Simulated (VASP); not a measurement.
Here is a VASP 6.6.1 calculation.

Contents of INCAR:

```
SYSTEM = CaAl4O
PREC     = Accurate       ! precision mode
ENCUT    = 600            ! plane-wave cutoff, eV
EDIFF    = 1E-6           ! SCF threshold, eV
ISMEAR   = 0              ! smearing method
SIGMA    = 0.1            ! smearing width, eV
LREAL    = .False.        ! projectors in reciprocal space
LASPH    = .True.         ! aspherical terms in the spheres
NELM     = 80             ! most SCF steps
ALGO     = Normal         ! electronic algorithm
ISIF     = 3              ! what is computed and relaxed
LWAVE    = .False.        ! write WAVECAR
LCHARG   = .False.        ! write CHGCAR
GGA      = PE             ! functional
IBRION   = 2              ! ionic algorithm
NSW      = 90             ! ionic steps
EDIFFG   = -0.04          ! ionic threshold
```

KPOINTS

```
Automatic mesh
0
Gamma
  4 4 2
  0 0 0
```

POSCAR

```
CaAl4O
1.0
    4.1434268214      0.0000000000      0.0000000000
    0.0446553889      5.7204162149      0.0000000000
    0.4735495375      0.1730991015     10.0171316316
Ca Al O
2 8 2
Direct
    0.9247082115      0.5094830040      0.5070687765
    0.9921986660      0.0123778772      0.0101956820
    0.9515728670      0.9882233355      0.6697698296
    0.9377589422      0.5099701565      0.1765671483
    0.4823425238      0.5458437216      0.0124442229
    0.4767592128      0.9996890285      0.4975514425
    0.4378495891      0.2645877238      0.7274214915
    0.4348096112      0.7516519293      0.2662255676
    0.4432155565      0.7384793479      0.7556020940
    0.4320491113      0.2657687157      0.2738791126
    0.2947715896      0.3987109560      0.8808733116
    0.1919641188      0.0152142040      0.2224013209
```

Potentials or basis: VASP PAW PBE potentials, release 64 (Ca_sv, Al, O).

Command:

```bash
$ cat potpaw_PBE.64/Ca_sv/POTCAR potpaw_PBE.64/Al/POTCAR potpaw_PBE.64/O/POTCAR > POTCAR
$ mpirun -np 1 vasp_std > vasp.out
```

(1) Predict the space group after relaxing (to 0.1 Å).

(2) Predict the band gap on the k mesh.

(3) Estimate the relaxed cell.

## Answers

(1) P1 (No. 1).

(2) zero (bands 28 and 29 overlap by 1.59 eV).

(3) a = 4.040 Å, b = 5.911 Å, c = 9.905 Å, α = 87.13°, β = 90.00°, γ = 90.03°.

Caveat: the k points lie up to 0.39 Å⁻¹ apart in the final cell, too coarse for converged energies and pressures of a metal.
